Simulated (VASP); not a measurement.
# La (P6_3/mmc) in VASP: further runs

Aim: see how the results for La move with the level of theory and the settings. Levels: PBE0, r2SCAN0. Tasks: single point.

Program: VASP 6.6.1. These are calculated values, not measurements. Logs are shortened: lines on timing, memory, paths and dates and some standing lists are left out, and cuts for length are marked.

## (1) The cell of the first run

Symmetry: P6_3/mmc, No. 194, hexagonal system. The conventional cell has a = 3.750 Å, b = 3.750 Å, c = 6.070 Å, α = 90.00°, β = 90.00°, γ = 120.00°. Within 4.9 Å of La (site symmetry -6m2) lie 12 La at 3.73 to 3.75 Å.

## (2) Single point, PBE0

POSCAR

```
La
1.0
    3.7500000000      0.0000000000      0.0000000000
   -1.8750000000      3.2475952642      0.0000000000
    0.0000000000      0.0000000000      6.0700000000
La
2
Direct
    0.6666666667      0.3333333333      0.7500000000
    0.3333333333      0.6666666667      0.2500000000
```

INCAR.step1

```
SYSTEM = La
  ALGO = Normal
  EDIFF = 1E-5
  ENCUT = 520
  GGA = PE
  ISIF = 2
  ISMEAR = -1
  LASPH = .True.
  LCHARG = .False.
  LREAL = .False.
  LWAVE = .True.
  NBANDS = 18
  NELM = 60
  PREC = Accurate
  SIGMA = 0.05
```

INCAR.step2

```
SYSTEM = La
  AEXX = 0.25
  ALGO = Normal
  EDIFF = 1E-6
  ENCUT = 520
  GGA = PE
  ISIF = 2
  ISMEAR = -1
  ISTART = 1
  LASPH = .True.
  LCHARG = .False.
  LHFCALC = .True.
  LREAL = .False.
  LWAVE = .False.
  NBANDS = 18
  NELM = 60
  PREC = Accurate
  PRECFOCK = Normal
  SIGMA = 0.05
```

KPOINTS

```
k-points
0
Gamma
  5 5 3
  0 0 0
```

Potentials or basis: VASP PAW PBE potentials, release 64 (La).

The run is started by

```bash
$ cat potpaw_PBE.64/La/POTCAR > POTCAR
$ cp INCAR.step1 INCAR
$ mpirun -np 1 vasp_std > vasp.out
$ cp INCAR.step2 INCAR
$ mpirun -np 1 vasp_std > vasp.out
```

OUTCAR:

```text
SYSTEM = La
   AEXX = 0.25
   EDIFF = 1E-6
   ENCUT = 520
   GGA = PE
   ISIF = 2
   ISMEAR = -1
   ISTART = 1
   LASPH = .True.
   LHFCALC = .True.
   LREAL = .False.
   NELM = 60
   PREC = Accurate
   PRECFOCK = Normal

 ion  position               nearest neighbor table
   1  0.667  0.333  0.750-
   2  0.333  0.667  0.250-

  LATTYP: Found a hexagonal cell.
 ALAT       =     3.7500000000
 C/A-ratio  =     1.6186666667

  Lattice vectors:

 A1 = (   3.7500000000,   0.0000000000,   0.0000000000)
 A2 = (  -1.8750000000,   3.2475952642,   0.0000000000)
 A3 = (   0.0000000000,   0.0000000000,   6.0700000000)

Analysis of symmetry for initial positions (statically):
=====================================================================
 Subroutine PRICEL returns:
 Original cell was already a primitive cell.

 Routine SETGRP: Setting up the symmetry group for a
 hexagonal supercell.

 Subroutine GETGRP returns: Found 24 space group operations
 (whereof 12 operations were pure point group operations)
 out of a pool of 24 trial point group operations.

The static configuration has the point symmetry D_3d.
 The point group associated with its full space group is D_6h.

Analysis of symmetry for dynamics (positions and initial velocities):
=====================================================================
 Subroutine PRICEL returns:
 Original cell was already a primitive cell.

 Routine SETGRP: Setting up the symmetry group for a
 hexagonal supercell.

 Subroutine GETGRP returns: Found 24 space group operations
 (whereof 12 operations were pure point group operations)
 out of a pool of 24 trial point group operations.

The dynamic configuration has the point symmetry D_3d.
 The point group associated with its full space group is D_6h.

 Subroutine INISYM returns: Found 24 space group operations
 (whereof 12 operations are pure point group operations),
 and found     1 'primitive' translations

----------------------------------------------------------------------------------------

                                     Primitive cell

  volume of cell :      73.9234

  direct lattice vectors                    reciprocal lattice vectors
     3.750000000  0.000000000  0.000000000     0.266666667  0.153960072  0.000000000
    -1.875000000  3.247595264  0.000000000     0.000000000  0.307920144  0.000000000
     0.000000000  0.000000000  6.070000000     0.000000000  0.000000000  0.164744646

  length of vectors
[... 72 lines left out ...]
   NFREE  =      0    steps in history (QN), initial steepest desc. (CG)
   ISIF   =      2    stress and relaxation
   ISYM   =      3    0-nonsym 1-usesym 2-fastsym
   POTIM  = 0.5000    time-step for ionic-motion
   TEBEG  =    0.0;   TEEND  =   0.0 temperature during run
   PSTRESS=    0.0 pullay stress
   NELECT =      22.0000    total number of electrons
   NUPDOWN=      -1.0000    fix difference up-down
   EMIN   =  10.00;   EMAX   =-10.00  energy-range for DOS
   EFERMI =   0.00;   METHOD = LEGACY
   ISMEAR =    -1;   SIGMA  =   0.05  broadening in eV -4-tet -1-fermi 0-gaus
   EFERMI_NEDOS =   21; number of points for ismear=-14 and -15
   IALGO  =     38    algorithm
   IMIX   =      1    mixing-type and parameters
     AMIX     =   0.40;   BMIX     =  1.00
     AMIX_MAG =   1.60;   BMIX_MAG =  1.00
  volume/ion in A,a.u.               =      36.96       249.43
  Fermi-wavevector in a.u.,A,eV,Ry     =   1.093004  2.065478 16.254307  1.194658
  Thomas-Fermi vector in A             =   2.229281
   LORBIT       =      0    0 simple, 1 ext, 2 COOP (PROOUT), +10 PAW based schemes
   GGA     = PE    functional components
   LHFCALC =     T    Hartree Fock is set to
   PRECFOCK=normal    Normal, Fast or Accurate (Low or Medium for compatibility)
   ENCUT4O =  -1.0   cutoff for four orbital integrals eV
   NKREDX  =     1    reduce k-point grid by
   NKREDY  =     1    reduce k-point grid by
   NKREDZ  =     1    reduce k-point grid by
   AEXX    =    0.2500 exact exchange contribution
   HFSCREEN=    0.0000 screening length (either q_TF or 0.3 A-1)
   HFSCREENC=   0.0000 screening length for correlation (either q_TF or 0.3 A-1)
   ENCUTFOCK=  -1.0 apply spherical cutoff to Coloumb kernel
   IVDW    =     0    specifies the selected vdW correction
   LEPSILON=     F    determine dielectric tensor
   LRPA    =     F    only Hartree local field effects (RPA)
 non-spin polarized calculation
  energy-cutoff  :      520.00
  volume of cell :       73.92
 maximum number of plane-waves:      2007
 NGX is ok and might be reduce to    28
  NGX = 24; NGY = 24; NGZ = 36

 number of electron      21.9999996 magnetization

 Free energy of the ion-electron system (eV)
  ---------------------------------------------------
  ext. energy  EPLUGINS =         0.00000000
  ---------------------------------------------------
  free energy    TOTEN  =       -10.57538966 eV

  energy without entropy =      -10.56575033  energy(sigma->0) =      -10.57056999

 E-fermi :   8.1348     XC(G=0):  -7.5900

 val. band max:        7.5935032972   @ k =   0.2000   0.2000   0.3333
 cond. band min:       8.1917303352   @ k =   0.4000  -0.0000   0.3333
 fundamental gap:      0.5982270380
 Fermi energy:         8.1347707167

 k-point     1 :       0.0000    0.0000    0.0000
  band No.  band energies     occupation
      1     -28.1199      2.00000
      2     -27.8863      2.00000
      3     -11.4335      2.00000
      4     -10.0649      2.00000
      5     -10.0649      2.00000
      6      -9.8676      2.00000
[... 187 lines left out ...]
      5     -10.6954      2.00000
      6     -10.4830      2.00000
[... 10 lines left out ...]
     17      12.0854      0.00000
     18      12.1157      0.00000

------------------------ aborting loop because EDIFF is reached ----------------------------------------

  FORCE on cell =-STRESS in cart. coord.  units (eV):
  Direction    XX          YY          ZZ          XY          YZ          ZX
  --------------------------------------------------------------------------------------
  -------------------------------------------------------------------------------------
  Total        0.9563002      0.9563002     -0.2011088      0.0000000      0.0000000      0.0000000
  in kB       20.7263567     20.7263567     -4.3587289      0.0000000      0.0000000      0.0000000
  external PRESSURE =      12.3646615 kB  Pullay stress =       0.0000000 kB

 VOLUME and BASIS-vectors are now :
 -----------------------------------------------------------------------------
  energy-cutoff  :      520.00
  volume of cell :       73.92
      direct lattice vectors                 reciprocal lattice vectors
     3.750000000  0.000000000  0.000000000     0.266666667  0.153960072  0.000000000
    -1.875000000  3.247595264  0.000000000     0.000000000  0.307920144  0.000000000
     0.000000000  0.000000000  6.070000000     0.000000000  0.000000000  0.164744646

 POSITION                                       TOTAL-FORCE (eV/Angst)
 -----------------------------------------------------------------------------------
      1.87500      1.08253      4.55250        -0.000000      0.000000     -0.000000
     -0.00000      2.16506      1.51750         0.000000     -0.000000      0.000000
 -----------------------------------------------------------------------------------
    total drift:                                0.000001      0.000000     -0.000001

  FREE ENERGIE OF THE ION-ELECTRON SYSTEM (eV)
  ---------------------------------------------------
  free  energy   TOTEN  =       -10.5753896551 eV

  energy  without entropy=      -10.5657503328  energy(sigma->0) =      -10.57056999
```

OUTCAR.step1:

```text
SYSTEM = La
   EDIFF = 1E-5
   ENCUT = 520
   GGA = PE
   ISIF = 2
   ISMEAR = -1
   LASPH = .True.
[... 417 lines left out ...]
      1.87500      1.08253      4.55250        -0.000000      0.000000      0.000000
     -0.00000      2.16506      1.51750         0.000000     -0.000000      0.000000
 -----------------------------------------------------------------------------------
    total drift:                                0.000000     -0.000000      0.000000

  FREE ENERGIE OF THE ION-ELECTRON SYSTEM (eV)
  ---------------------------------------------------
  free  energy   TOTEN  =        -9.7294679707 eV

  energy  without entropy=       -9.6999784654  energy(sigma->0) =       -9.71472322
```

OSZICAR.step1:

```text
N       E                     dE             d eps       ncg     rms          rms(c)
DAV:   1     0.247915983601E+03    0.24792E+03   -0.79129E+03   360   0.167E+03
DAV:   2     0.252113534532E+02   -0.22270E+03   -0.21929E+03   512   0.317E+02
DAV:   3    -0.641676704932E+01   -0.31628E+02   -0.30970E+02   610   0.134E+02
DAV:   4    -0.947228069771E+01   -0.30555E+01   -0.30315E+01   710   0.357E+01
DAV:   5    -0.969479044573E+01   -0.22251E+00   -0.22234E+00   584   0.930E+00    0.335E+00
DAV:   6    -0.972440972909E+01   -0.29619E-01   -0.46019E-01   712   0.486E+00    0.172E+00
DAV:   7    -0.972214593174E+01    0.22638E-02   -0.58733E-02   600   0.192E+00    0.501E-01
DAV:   8    -0.972646641026E+01   -0.43205E-02   -0.23676E-02   704   0.118E+00    0.216E-01
DAV:   9    -0.972486651243E+01    0.15999E-02   -0.12049E-03   576   0.286E-01    0.263E-01
DAV:  10    -0.972933964460E+01   -0.44731E-02   -0.16197E-02   584   0.929E-01    0.405E-02
DAV:  11    -0.972946182860E+01   -0.12218E-03   -0.13155E-03   720   0.303E-01    0.515E-02
DAV:  12    -0.972946797065E+01   -0.61421E-05   -0.49211E-05   560   0.520E-02
   1 F= -.97294680E+01 E0= -.97147232E+01  d E =-.294895E-01
```

Run time: 43 min. Hardware: 1 thread of Intel Xeon Platinum 8488C (Sapphire Rapids), shared host; peak memory 0.2 GiB.

What came out:

```
Free energy            : -10.5754 eV
Pressure               : 1.2 GPa
Band gap on the k mesh : zero (bands 11 and 12 overlap by 2.81 eV)
```

Levels at points of the mesh, in eV from the Fermi level:
```csv
k point,band 7,band 8,band 9,band 10,band 11,band 12,band 13,band 14,band 15,band 16
"(0.00, 0.00, 0.00)",-18.00,-17.97,-4.47,-2.61,1.94,1.94,1.96,2.57,2.63,2.63
```

Caveat: the k points lie up to 0.39 Å⁻¹ apart, too coarse for converged energies and pressures of a metal; the PAW data sets were made with another functional, which shifts forces and pressure a little; spin-orbit coupling is left out, which moves the levels of the heavy elements.

## (3) Single point, r2SCAN0

POSCAR is that of step 2.

INCAR.step1

```
SYSTEM = La
ALGO = Normal
EDIFF = 1E-5
ENCUT = 520
GGA = PE
ISIF = 2
ISMEAR = -1
LASPH = .True.
LCHARG = .False.
LREAL = .False.
LWAVE = .True.
NBANDS = 18
NELM = 100
PREC = Accurate
SIGMA = 0.05
```

INCAR.step2

```
SYSTEM = La
AEXX = 0.25
ALGO = Normal
EDIFF = 1E-6
ENCUT = 520
ISIF = 2
ISMEAR = -1
ISTART = 1
LASPH = .True.
LCHARG = .False.
LHFCALC = .True.
LMIXTAU = .True.
LREAL = .False.
LWAVE = .False.
METAGGA = R2SCAN
NBANDS = 18
NELM = 100
PREC = Accurate
PRECFOCK = Normal
SIGMA = 0.05
```

KPOINTS is that of step 2.

Potentials or basis: VASP PAW PBE potentials, release 64 (La).

The run is started by

```bash
$ cat potpaw_PBE.64/La/POTCAR > POTCAR
$ cp INCAR.step1 INCAR
$ mpirun -np 1 vasp_std > vasp.out
$ cp INCAR.step2 INCAR
$ mpirun -np 1 vasp_std > vasp.out
```

Wall time 25 min (1 thread of Intel Xeon Platinum 8488C (Sapphire Rapids), shared host); peak memory 0.22 GiB.

The run converged. Its results:

| Quantity | Value |
| --- | --- |
| Free energy | -48.1467 eV |
| Pressure | 1.5 GPa |
| Band gap on the k mesh | zero (bands 11 and 12 overlap by 2.95 eV) |

Stress tensor (GPa, compression positive):
```
 2.42  0.00  0.00
 0.00  2.42  0.00
 0.00  0.00 -0.37
```

Levels at points of the mesh, in eV from the Fermi level:
| k point | band 8 | band 9 | band 10 | band 11 | band 12 | band 13 | band 14 | band 15 |
| --- | --- | --- | --- | --- | --- | --- | --- | --- |
| (0.00, 0.00, 0.00) | -18.44 | -4.56 | -2.68 | 2.02 | 2.02 | 2.06 | 2.60 | 2.77 |

Caveat: the k points lie up to 0.39 Å⁻¹ apart, too coarse for converged energies and pressures of a metal; the PAW data sets were made with another functional, which shifts forces and pressure a little; spin-orbit coupling is left out, which moves the levels of the heavy elements.

The gap in the log of VASP goes by the Fermi energy; the results here count the filled bands.